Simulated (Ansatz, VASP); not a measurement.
## Fe: VASP beside Ansatz

```
CELL_PARAMETERS angstrom
2.40126 0.00000 0.00000
-1.20063 2.07955 0.00000
0.00000 0.00000 3.79001
ATOMIC_POSITIONS crystal
Fe 0.33333 0.66667 0.25000
Fe 0.66667 0.33333 0.75000
```

Change from the starting cell: functional lda, volume scaled by 0.96.

Alike in both runs: task single point; functional LDA; k mesh 17 × 17 × 10; occupations fermi-dirac, width 0.08 eV; no spin polarisation.

|  | VASP | Ansatz |
| --- | --- | --- |
| version | VASP 6.6.1 | Ansatz 0.2.0 |
| potentials or method | VASP PAW LDA potentials, release 64 (Fe), cutoff 520 eV | all-electron LAPW, scalar-relativistic |

```csv
,VASP,Ansatz,Ansatz less VASP
pressure (GPa),3.0,3.2,+0.20
"traceless stress, the component that is largest in VASP (GPa)",0.48,0.60,+0.120
```

LDA's correlation is that of Perdew and Zunger in VASP and of Perdew and Wang (1992) in Ansatz. Ansatz ran all-electron here, and VASP with PAW potentials.
